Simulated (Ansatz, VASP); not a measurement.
**One calculation of BP, two programs**

File INCAR:

```
SYSTEM = BP
ALGO = Normal ; EDIFF = 1E-6
ENCUT = 520 ; GGA = PE
ISIF = 2 ; ISMEAR = 0
LASPH = .True. ; LCHARG = .True.
LELF = .True. ; LREAL = .False.
LVHAR = .True. ; LWAVE = .False.
NBANDS = 11 ; NELM = 80
PREC = Accurate ; SIGMA = 0.02
```

KPOINTS

```
k-points
0
Gamma
  10 10 10
  0 0 0
```

File POSCAR:

```
BP
1.0
    0.0000000000      2.2690000000      2.2690000000
    2.2690000000      0.0000000000      2.2690000000
    2.2690000000      2.2690000000      0.0000000000
B P
1 1
Direct
    0.0000000000      0.0000000000      0.0000000000
    0.2500000000      0.2500000000      0.2500000000
```

Input for Ansatz:

```yaml
crystal:
  lattice:
    - [0.0, 2.269, 2.269]
    - [2.269, 0.0, 2.269]
    - [2.269, 2.269, 0.0]
  atoms:
    - { symbol: B, position: [0.0, 0.0, 0.0] }
    - { symbol: P, position: [0.25, 0.25, 0.25] }
basis:
  ecutwfc: 420
kpoints:
  mp_grid: { grid: [10, 10, 10] }
hamiltonian:
  xc: pbe
scf:
  occupations: { method: gaussian, width: 0.02 }
output:
  forces: true
  stress: true
  eigenvalues: true
  populations: true
```

Alike in both runs: task single point; functional PBE; k mesh 10 × 10 × 10; occupations gaussian, width 0.02 eV; no spin polarisation.

|  | VASP | Ansatz |
| --- | --- | --- |
| version | VASP 6.6.1 | Ansatz 0.2.0 |
| potentials or method | VASP PAW PBE potentials, release 64 (B, P), cutoff 520 eV | scalar-relativistic, plane waves, PAW |
| valence electrons in the cell | 8 | 8 |

|  | VASP | Ansatz | Ansatz less VASP |
| --- | --- | --- | --- |
| gap on the k mesh at the Fermi level (eV) | 1.24 | 1.24 | +0.004 |
| least direct gap on the mesh (eV) | 3.40 | 3.40 | +0.003 |
| pressure (GPa) | 0.9 | 1.1 | +0.24 |
